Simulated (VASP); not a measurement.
Here is a VASP 6.6.1 calculation.

File INCAR:

```
PREC = Accurate ; ENCUT = 520
EDIFF = 1E-8 ; ISMEAR = -1
SIGMA = 0.03 ; LREAL = False
LASPH = True ; NELM = 80
ALGO = Normal ; ISIF = 2
LWAVE = False ; LCHARG = False
GGA = PE ; LEFG = True
NBANDS = 28
```

The input KPOINTS:

```
regular mesh
0
Gamma
  7 7 7
```

POSCAR

```
BaTiO3
1.0
    3.9729548958      0.0000000000      0.0000000000
    0.0000000000      3.9729548958      0.0000000000
    0.0000000000      0.0000000000      3.9910327445
Ba Ti O
1 1 3
Direct
    0.0000000000      0.0000000000      0.0000000000
    0.5000000000      0.5000000000      0.5000000000
    0.5000000000      0.5000000000      0.0000000000
    0.5000000000      0.0000000000      0.5000000000
    0.0000000000      0.5000000000      0.5000000000
```

Potentials or basis: VASP PAW PBE potentials, release 64 (Ba_sv, Ti_sv, O).

Command:

```bash
$ cat potpaw_PBE.64/Ba_sv/POTCAR potpaw_PBE.64/Ti_sv/POTCAR potpaw_PBE.64/O/POTCAR > POTCAR
$ mpirun -np 1 vasp_std > vasp.out
```

Q: Estimate the band gap on the k mesh.

A: 1.84 eV (least direct gap 1.90 eV).

Q: Predict the pressure.

A: 7.2 GPa.

Electric field gradients, principal values (V/Å²):
```csv
atom,least,middle,greatest (by size)
1 Ba,-0.396,-0.396,0.792
2 Ti,-2.033,-2.033,4.066
3 O,-12.357,-12.357,24.714
4 O,-10.528,-12.041,22.569
5 O,-10.528,-12.041,22.569
```

Caveat: the cell stands under pressure; without QUAD_EFG the Cq values of the log hold for a quadrupole moment of 1 mb, not for the nuclei; spin-orbit coupling is left out, which moves the levels of the heavy elements; an odd mesh through Γ misses points on the zone boundary, where band edges can lie.
